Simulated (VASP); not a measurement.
Input of a VASP 6.6.1 run:

INCAR

```
SYSTEM = BaTe
ALGO     = Normal         ! electronic algorithm
EDIFF    = 1E-6           ! SCF threshold, eV
ENCUT    = 520            ! plane-wave cutoff, eV
GGA      = PS             ! functional
ISIF     = 2              ! what is computed and relaxed
ISMEAR   = -1             ! smearing method
LASPH    = .True.         ! aspherical terms in the spheres
LCHARG   = .True.         ! write CHGCAR
LELF     = .True.         ! ELF
LREAL    = .False.        ! projectors in reciprocal space
LVHAR    = .True.       
LWAVE    = .False.        ! write WAVECAR
NBANDS   = 15             ! bands
NELM     = 80             ! most SCF steps
PREC     = Accurate       ! precision mode
SIGMA    = 0.05           ! smearing width, eV
```

Contents of KPOINTS:

```
k-points
0
Gamma
  10 10 10
  0 0 0
```

The input POSCAR:

```
BaTe
1.0
    0.0000000000      3.4325834396      3.4325834396
    3.4325834396      0.0000000000      3.4325834396
    3.4325834396      3.4325834396      0.0000000000
Ba Te
1 1
Direct
    0.0000000000      0.0000000000      0.0000000000
    0.5000000000      0.5000000000      0.5000000000
```

Potentials or basis: VASP PAW PBE potentials, release 64 (Ba_sv, Te).

Launch:

```bash
$ cat potpaw_PBE.64/Ba_sv/POTCAR potpaw_PBE.64/Te/POTCAR > POTCAR
$ mpirun -np 1 vasp_std > vasp.out
```

Question: Predict the pressure.

Answer: 1.6 GPa.

Question: Predict the band gap on the k mesh.

Answer: 1.29 eV (least direct gap 1.68 eV).

Caveat: the PAW data sets were made with another functional, which shifts forces and pressure a little; spin-orbit coupling is left out, which moves the levels of the heavy elements. A k mesh can miss the band edges.
